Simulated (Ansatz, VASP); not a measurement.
# BAs: VASP beside Ansatz

INCAR

```
SYSTEM = BAs
  ALGO = Normal
  EDIFF = 1E-7
  ENCUT = 520
  GGA = CA
  ISIF = 2
  ISMEAR = -1
  LASPH = .TRUE.
  LCHARG = .FALSE.
  LREAL = .FALSE.
  LWAVE = .FALSE.
  NBANDS = 11
  NELM = 80
  PREC = Accurate
  SIGMA = 0.2
```

The input KPOINTS:

```
k-points
0
G
  12 12 12
  0 0 0
```

Contents of POSCAR:

```
BAs
1.0
    0.0000000000      2.3138099477      2.5451909425
    2.3138099477      0.0000000000      2.5451909425
    2.3138099477      2.3138099477      0.0000000000
B As
1 1
Direct
    0.0000000000      0.0000000000      0.0000000000
    0.7500000000      0.7500000000      0.7500000000
```

Input for Ansatz:

```yaml
crystal:
  lattice:
    - [0.0, 2.3138099477, 2.5451909425]
    - [2.3138099477, 0.0, 2.5451909425]
    - [2.3138099477, 2.3138099477, 0.0]
  atoms:
    - { symbol: B, position: [0.0, 0.0, 0.0] }
    - { symbol: As, position: [0.75, 0.75, 0.75] }
basis:
  ecutwfc: 420
kpoints:
  mp_grid: { grid: [12, 12, 12] }
hamiltonian:
  xc: lda
scf:
  occupations: { method: fermi_dirac, width: 0.2 }
output:
  forces: true
  stress: true
  eigenvalues: true
```

Alike in both runs: task single point; functional LDA; k mesh 12 × 12 × 12; occupations fermi-dirac, width 0.2 eV; no spin polarisation.

|  | VASP | Ansatz |
| --- | --- | --- |
| version | VASP 6.6.1 | Ansatz 0.2.0 |
| potentials or method | VASP PAW LDA potentials, release 64 (B, As), cutoff 520 eV | scalar-relativistic, plane waves, PAW |
| valence electrons in the cell | 8 | 18 |

|  | VASP | Ansatz | Ansatz less VASP |
| --- | --- | --- | --- |
| gap on the k mesh at the Fermi level (eV) | 0.41 | 0.42 | +0.008 |
| least direct gap on the mesh (eV) | 2.76 | 2.77 | +0.003 |
| pressure (GPa) | -3.1 | -3.9 | -0.83 |
| traceless stress, the component that is largest in VASP (GPa) | -14.80 | -14.87 | -0.067 |

LDA's correlation is that of Perdew and Zunger in VASP and of Perdew and Wang (1992) in Ansatz. VASP's potentials hold 8 valence electrons a cell and Ansatz's 18, so a difference there can come from the potentials and not from the codes.
